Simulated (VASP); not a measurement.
# TaN in VASP: single point with PBEsol

Aim: the single point of TaN with PBEsol.

Program: VASP 6.6.1. These are calculated values, not measurements. Logs are shortened: lines on timing, memory, paths and dates and some standing lists are left out, and cuts for length are marked.

## Step 1: The cell of the first run

The cell holds a slab with vacuum, 12 atoms: a = 2.896 Å, b = 5.179 Å, c = 24.475 Å, α = 90.00°, β = 90.00°, γ = 90.00°.

## Step 2: Single point, PBEsol

File INCAR:

```
SYSTEM = TaN
  PREC = Accurate
  ENCUT = 520
  EDIFF = 1E-6
  ISMEAR = 0
  SIGMA = 0.1
  LREAL = .False.
  LASPH = .True.
  NELM = 60
  ALGO = Normal
  ISIF = 2
  LWAVE = .False.
  LCHARG = .False.
  LDIPOL = .True.
  IDIPOL = 3
  DIPOL = 0.5 0.5 0.499
  GGA = PS
  NBANDS = 60
```

File KPOINTS:

```
regular mesh
0
Gamma
  10 6 1
  0 0 0
```

File POSCAR:

```
TaN
1.0
    2.8959972782      0.0000000000      0.0000000000
    0.0000000000      5.1789208688      0.0000000000
    0.0000000000      0.0000000000     24.4751283943
Ta N
6 6
Direct
    0.0000000000      0.5000000000      0.3472913344
    0.5000000000      0.0000000000      0.4083748006
    0.5000000000      0.5000000000      0.4694582669
    0.0000000000     -0.0072961021      0.5314964349
    0.5000000000      0.4977030727      0.5904501059
    0.5000000000      0.0186588594      0.6453151043
    0.0000000000      0.8933709400      0.3472913344
    0.0000000000      0.3033145300      0.4193767160
    0.0000000000      0.8033145300      0.4584563515
    0.0000000000      0.3866038619      0.5299444562
    0.0000000000      0.7926688875      0.6058395556
    0.0000000000      0.2977423604      0.6400635518
```

Potentials or basis: VASP PAW PBE potentials, release 64 (Ta_pv, N).

Started as:

```console
> cat potpaw_PBE.64/Ta_pv/POTCAR potpaw_PBE.64/N/POTCAR > POTCAR
> mpirun -np 1 vasp_std > vasp.out
```

OUTCAR:

```text
SYSTEM = TaN
   PREC = Accurate
   ENCUT = 520
   EDIFF = 1E-6
   ISMEAR = 0
   LREAL = .False.
   LASPH = .True.
   NELM = 60
   ISIF = 2
   GGA = PS

 ion  position               nearest neighbor table
   1  0.000  0.500  0.347-   7 2.04   8 2.04   2 3.32   2 3.32   2 3.32   2 3.32   3 3.32   3 3.32

   2  0.500  0.000  0.408-   7 2.15   7 2.15   8 2.15   8 2.15   9 2.15   9 2.15   3 2.99   3 2.99
                             1 3.32   1 3.32   1 3.32   1 3.32   4 3.34   4 3.34
   3  0.500  0.500  0.469-  10 2.15  10 2.15   9 2.15   9 2.15   8 2.15   8 2.15   5 2.96   2 2.99
                             2 2.99   4 3.30   4 3.30   1 3.32   1 3.32   4 3.36   4 3.36
   4  0.000  0.993  0.531-   9 2.04  10 2.04  11 2.09   6 3.14   6 3.14   5 3.28   5 3.28   3 3.30
                             3 3.30   5 3.32   5 3.32   2 3.34   2 3.34   3 3.36   3 3.36
   5  0.500  0.498  0.590-  11 2.14  11 2.14  10 2.15  10 2.15  12 2.15  12 2.15   6 2.82   3 2.96
                             6 3.01   4 3.28   4 3.28   4 3.32   4 3.32
   6  0.500  0.019  0.645-  12 2.05  12 2.05  11 2.10  11 2.10   5 2.82   5 3.01   4 3.14   4 3.14

   7  0.000  0.893  0.347-   1 2.04   2 2.15   2 2.15
   8  0.000  0.303  0.419-   1 2.04   2 2.15   2 2.15   3 2.15   3 2.15
   9  0.000  0.803  0.458-   4 2.04   3 2.15   3 2.15   2 2.15   2 2.15
  10  0.000  0.387  0.530-   4 2.04   5 2.15   5 2.15   3 2.15   3 2.15
  11  0.000  0.793  0.606-   4 2.09   6 2.10   6 2.10   5 2.14   5 2.14
  12  0.000  0.298  0.640-   6 2.05   6 2.05   5 2.15   5 2.15

  LATTYP: Found a simple orthorhombic cell.
 ALAT       =     2.8959972782
 B/A-ratio  =     1.7883030857
 C/A-ratio  =     8.4513644327

  Lattice vectors:

 A1 = (   2.8959972782,   0.0000000000,   0.0000000000)
 A2 = (   0.0000000000,   5.1789208688,   0.0000000000)
 A3 = (   0.0000000000,   0.0000000000,  24.4751283943)

Analysis of symmetry for initial positions (statically):
=====================================================================
 Subroutine PRICEL returns:
 Original cell was already a primitive cell.

 Routine SETGRP: Setting up the symmetry group for a
 simple orthorhombic supercell.

 Subroutine GETGRP returns: Found  2 space group operations
 (whereof  2 operations were pure point group operations)
 out of a pool of  8 trial point group operations.

The static configuration has the point symmetry C_1h.

Analysis of symmetry for dynamics (positions and initial velocities):
=====================================================================
 Subroutine PRICEL returns:
 Original cell was already a primitive cell.

 Routine SETGRP: Setting up the symmetry group for a
 simple orthorhombic supercell.

 Subroutine GETGRP returns: Found  2 space group operations
 (whereof  2 operations were pure point group operations)
 out of a pool of  8 trial point group operations.

The dynamic configuration has the point symmetry C_1h.

 Subroutine INISYM returns: Found  2 space group operations
 (whereof  2 operations are pure point group operations),
 and found     1 'primitive' translations

----------------------------------------------------------------------------------------

                                     Primitive cell

  volume of cell :     367.0814

  direct lattice vectors                    reciprocal lattice vectors
     2.895997278  0.000000000  0.000000000     0.345304192  0.000000000  0.000000000
     0.000000000  5.178920869  0.000000000     0.000000000  0.193090419  0.000000000
     0.000000000  0.000000000 24.475128394     0.000000000  0.000000000  0.040857804

  length of vectors
     2.895997278  5.178920869 24.475128394     0.345304192  0.193090419  0.040857804

  position of ions in fractional coordinates (direct lattice)
     0.000000000  0.500000000  0.347291334
     0.500000000  0.000000000  0.408374801
     0.500000000  0.500000000  0.469458267
     0.000000000  0.992703898  0.531496435
     0.500000000  0.497703073  0.590450106
     0.500000000  0.018658859  0.645315104
     0.000000000  0.893370940  0.347291334
     0.000000000  0.303314530  0.419376716
     0.000000000  0.803314530  0.458456351
     0.000000000  0.386603862  0.529944456
     0.000000000  0.792668887  0.605839556
     0.000000000  0.297742360  0.640063552

  ion indices of the primitive-cell ions
   primitive index   ion index
[... 29 lines left out ...]
     0.034530419  0.032181736  0.040857804

  Shift w.r.t. Gamma in fractional coordinates (k-lattice)
     0.000000000  0.000000000  0.000000000

 Subroutine IBZKPT returns following result:
 ===========================================

 Found     24 irreducible k-points:

 Following reciprocal coordinates:
            Coordinates               Weight
  0.000000  0.000000  0.000000      1.000000
  0.100000  0.000000  0.000000      2.000000
  0.200000  0.000000  0.000000      2.000000
  0.300000  0.000000  0.000000      2.000000
  0.400000  0.000000  0.000000      2.000000
  0.500000  0.000000  0.000000      1.000000
[... 16 lines left out ...]
  0.400000  0.500000  0.000000      2.000000
  0.500000  0.500000  0.000000      1.000000
   k-points           NKPTS =     24   k-points in BZ     NKDIM =     24   number of bands    NBANDS=     60
   number of dos      NEDOS =    301   number of ions     NIONS =     12
   total plane-waves  NPLWV = 184320
   dimension x,y,z NGX =    24 NGY =   40 NGZ =  192
   dimension x,y,z NGXF=    48 NGYF=   80 NGZF=  384
   ions per type =               6   6
   NGX,Y,Z   is equivalent  to a cutoff of  13.78, 12.84, 13.04 a.u.
   NGXF,Y,Z  is equivalent  to a cutoff of  27.55, 25.68, 26.08 a.u.
 SYSTEM =  TaN
   PREC   = accura    normal or accurate (medium, high low for compatibility)
   ISTART =      0    job   : 0-new  1-cont  2-samecut
   ICHARG =      2    charge: 1-file 2-atom 10-const
   ISPIN  =      1    spin polarized calculation?
   LNONCOLLINEAR =      F non collinear calculations
   LSORBIT =      F    spin-orbit coupling
   LASPH  =      T    aspherical Exc in radial PAW
   ENCUT  =  520.0 eV  38.22 Ry    6.18 a.u.   5.38  9.63 45.51*2*pi/ulx,y,z
   NELM   =     60;   NELMIN=  2; NELMDL= -5     # of ELM steps
   EDIFF  = 0.1E-05   stopping-criterion for ELM
   LREAL  =      F    real-space projection
   EDIFFG = 0.1E-04   stopping-criterion for IOM
   NSW    =      0    number of steps for IOM
   IBRION =     -1    ionic relax: 0-MD 1-quasi-New 2-CG
   NFREE  =      0    steps in history (QN), initial steepest desc. (CG)
   ISIF   =      2    stress and relaxation
   ISYM   =      2    0-nonsym 1-usesym 2-fastsym
   POTIM  = 0.5000    time-step for ionic-motion
   TEBEG  =    0.0;   TEEND  =   0.0 temperature during run
   PSTRESS=    0.0 pullay stress
   NELECT =      96.0000    total number of electrons
   NUPDOWN=      -1.0000    fix difference up-down
   EMIN   =  10.00;   EMAX   =-10.00  energy-range for DOS
   EFERMI =   0.00;   METHOD = LEGACY
   ISMEAR =     0;   SIGMA  =   0.10  broadening in eV -4-tet -1-fermi 0-gaus
   EFERMI_NEDOS =   21; number of points for ismear=-14 and -15
   IALGO  =     38    algorithm
   IMIX   =      4    mixing-type and parameters
     AMIX     =   0.40;   BMIX     =  1.00
     AMIX_MAG =   1.60;   BMIX_MAG =  1.00
  volume/ion in A,a.u.               =      30.59       206.43
  Fermi-wavevector in a.u.,A,eV,Ry     =   1.046914  1.978381 14.912386  1.096029
  Thomas-Fermi vector in A             =   2.181772
   LORBIT       =      0    0 simple, 1 ext, 2 COOP (PROOUT), +10 PAW based schemes
   GGA     = PS    functional components
   LHFCALC =     F    Hartree Fock is set to
   AEXX    =    0.0000 exact exchange contribution
   IVDW    =     0    specifies the selected vdW correction
   LEPSILON=     F    determine dielectric tensor
   LRPA    =     F    only Hartree local field effects (RPA)
 non-spin polarized calculation
 Gauss-broadening in eV      SIGMA  =   0.10
  energy-cutoff  :      520.00
  volume of cell :      367.08
 maximum number of plane-waves:      9945
 NGX is ok and might be reduce to    24
   NGX = 11   NGY = 19   NGZ = 91

 dipolmoment           0.000000      0.000000     -0.000804 electrons x Angstroem

 number of electron      96.0000000 magnetization

 dipolmoment           0.000000      0.000000      0.020570 electrons x Angstroem

 Free energy of the ion-electron system (eV)
  ---------------------------------------------------
  ext. energy  EPLUGINS =         0.00000000
  ---------------------------------------------------
  free energy    TOTEN  =      -136.35610225 eV

  energy without entropy =     -136.33208936  energy(sigma->0) =     -136.34409581

 E-fermi :   0.2047     XC(G=0):  -5.7119

 val. band max:        0.1993335608   @ k =   0.2000   0.1667   0.0000
 cond. band min:       0.2456202154   @ k =   0.2000   0.5000   0.0000
 fundamental gap:      0.0462866546
 Fermi energy:         0.2046512117

 k-point     1 :       0.0000    0.0000    0.0000
  band No.  band energies     occupation
      1     -35.7263      2.00000
      2     -35.6073      2.00000
      3     -35.5328      2.00000
      4     -35.2722      2.00000
      5     -35.2318      2.00000
      6     -35.0943      2.00000
[... 1501 lines left out ...]
     59       3.9839      0.00000
     60       4.1110      0.00000

------------------------ aborting loop because EDIFF is reached ----------------------------------------

 vacuum level on the upper side and lower side of the slab       (xc-potential included)        -0.072        -0.300

  FORCE on cell =-STRESS in cart. coord.  units (eV):
  Direction    XX          YY          ZZ          XY          YZ          ZX
  --------------------------------------------------------------------------------------
  -------------------------------------------------------------------------------------
  Total       -2.2600887     -6.0697939     -1.8660760      0.0000000     -0.4887643      0.0000000
  in kB       -9.8644677    -26.4924499     -8.1447452      0.0000000     -2.1332791      0.0000000
  external PRESSURE =     -14.8338876 kB  Pullay stress =       0.0000000 kB

 VOLUME and BASIS-vectors are now :
 -----------------------------------------------------------------------------
  energy-cutoff  :      520.00
  volume of cell :      367.08
      direct lattice vectors                 reciprocal lattice vectors
     2.895997278  0.000000000  0.000000000     0.345304192  0.000000000  0.000000000
     0.000000000  5.178920869  0.000000000     0.000000000  0.193090419  0.000000000
     0.000000000  0.000000000 24.475128394     0.000000000  0.000000000  0.040857804

 POSITION                                       TOTAL-FORCE (eV/Angst)
 -----------------------------------------------------------------------------------
      0.00000      2.58946      8.50000         0.000000      1.957478      0.475188
      1.44800      0.00000      9.99503         0.000000     -1.296510     -2.044019
      1.44800      2.58946     11.49005         0.000000      0.203901     -0.113496
      0.00000      5.14113     13.00844         0.000000     -0.012514      0.007368
      1.44800      2.57756     14.45134         0.000000      0.008890      0.005338
      1.44800      0.09663     15.79417         0.000000     -0.025848      0.050608
      0.00000      4.62670      8.50000         0.000000     -1.383854      1.382735
      0.00000      1.57084     10.26430         0.000000      0.610727     -0.425942
      0.00000      4.16030     11.22078         0.000000     -0.091048      0.624260
      0.00000      2.00219     12.97046         0.000000      0.004802     -0.001359
      0.00000      4.10517     14.82800         0.000000     -0.009395      0.005552
      0.00000      1.54198     15.66564         0.000000      0.033372      0.033768
 -----------------------------------------------------------------------------------
    total drift:                                0.000000      0.000320     -0.000060

  FREE ENERGIE OF THE ION-ELECTRON SYSTEM (eV)
  ---------------------------------------------------
  free  energy   TOTEN  =      -136.3561022475 eV

  energy  without entropy=     -136.3320893644  energy(sigma->0) =     -136.34409581

 vacuum level on the upper side and lower side of the slab         4.415         4.183
```

It took 14 min on 1 thread of Intel Xeon 6975P-C (Granite Rapids), shared host; peak memory 0.67 GiB.

Results:

| Quantity | Value |
| --- | --- |
| Free energy | -136.3561 eV |
| Largest force | 2.421 eV/Å |
| Band gap on the k mesh | zero (bands 48 and 49 overlap by 0.69 eV) |

Forces on the atoms (eV/Å):
```
Ta   0.000  1.957  0.475
Ta   0.000 -1.297 -2.044
Ta   0.000  0.204 -0.113
Ta   0.000 -0.013  0.007
Ta   0.000  0.009  0.005
Ta   0.000 -0.026  0.051
N    0.000 -1.384  1.383
N    0.000  0.611 -0.426
N    0.000 -0.091  0.624
N    0.000  0.005 -0.001
N    0.000 -0.009  0.006
N    0.000  0.033  0.034
```

Caveat: the PAW data sets were made with another functional, which shifts forces and pressure a little; spin-orbit coupling is left out, which moves the levels of the heavy elements.

The gap in the log of VASP goes by the Fermi energy; the results here count the filled bands.